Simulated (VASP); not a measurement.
Here is a VASP 6.6.1 calculation.

File INCAR:

```
PREC     = Accurate       # precision mode
ENCUT    = 600            # plane-wave cutoff, eV
EDIFF    = 1E-6           # SCF threshold, eV
ISMEAR   = 0              # smearing method
SIGMA    = 0.02           # smearing width, eV
LREAL    = False          # projectors in reciprocal space
LASPH    = True           # aspherical terms in the spheres
NELM     = 120            # most SCF steps
ALGO     = Normal         # electronic algorithm
ISIF     = 2              # what is computed and relaxed
LWAVE    = False          # write WAVECAR
LCHARG   = False          # write CHGCAR
GGA      = PE             # functional
NBANDS   = 55             # bands
GGA_COMPAT= False
```

The input KPOINTS:

```
Automatic mesh
0
Gamma
  6 6 6
```

The input POSCAR:

```
In2O3
1.0
    2.7878056966      1.6095403693      4.9194784957
   -2.7878056966      1.6095403693      4.9194784957
    0.0000000000     -3.2190807387      4.9194784957
In O
4 6
Direct
    0.3571998969      0.3571998969      0.3571998969
    0.1428001031      0.1428001031      0.1428001031
    0.6428001031      0.6428001031      0.6428001031
    0.8571998969      0.8571998969      0.8571998969
    0.5465510601      0.9534489399      0.2500000000
    0.2500000000      0.5465510601      0.9534489399
    0.9534489399      0.2500000000      0.5465510601
    0.4534489399      0.0465510601      0.7500000000
    0.7500000000      0.4534489399      0.0465510601
    0.0465510601      0.7500000000      0.4534489399
```

Potentials or basis: VASP PAW PBE potentials, release 64 (In_d, O).

Run with:

```bash
$ cat potpaw_PBE.64/In_d/POTCAR potpaw_PBE.64/O/POTCAR > POTCAR
$ mpirun -np 1 vasp_std > vasp.out
```

Question: Estimate the largest force.

Answer: 0.013 eV/Å.

Question: What does it give for the pressure?

Answer: 0.3 GPa.

Question: Predict the band gap on the k mesh.

Answer: 0.96 eV (least direct gap 1.04 eV).

Forces in eV/Å, atoms in the order of the input:
```
In   0.000  0.000 -0.013
In   0.000  0.000  0.013
In   0.000  0.000  0.013
In   0.000  0.000 -0.013
O   -0.011  0.000  0.000
O    0.005 -0.009  0.000
O    0.005  0.009  0.000
O    0.011  0.000  0.000
O   -0.005  0.009  0.000
O   -0.005 -0.009  0.000
```

Caveat: spin-orbit coupling is left out, which moves the levels of the heavy elements. A k mesh can miss the band edges.
